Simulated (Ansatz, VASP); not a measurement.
Sb in VASP and in Ansatz

```
Sb
1.0
     2.18790    1.26319    3.84317
    -2.18790    1.26319    3.84317
     0.00000   -2.52637    3.84317
Sb
2
Direct
  0.23268 0.23268 0.23268
  0.76732 0.76732 0.76732
```

Alike in both runs: functional PBE; k mesh 9 × 9 × 9; occupations fermi-dirac, width 0.1 eV; no spin polarisation.

Ansatz relaxed the structure, and its values are those at the end. VASP's run is a single point on that final structure, the one shown.

|  | VASP | Ansatz |
| --- | --- | --- |
| version | VASP 6.6.1 | Ansatz 0.2.0 |
| potentials or method | VASP PAW PBE potentials, release 64 (Sb), cutoff 520 eV | plane waves (420 eV) with PAW, scalar-relativistic |
| valence electrons in the cell | 10 | 30 |

```tsv
	VASP	Ansatz	Ansatz less VASP
pressure (GPa)	0.1	0.0	-0.04
rms of the force components (eV/Å)	0.021	0.000	-0.0208
```

With one functional, cell and mesh, what is left measures potentials, basis and numerics. VASP's potentials hold 10 valence electrons a cell and Ansatz's 30, so a difference there can come from the potentials and not from the codes.

Spin-orbit coupling is off throughout.
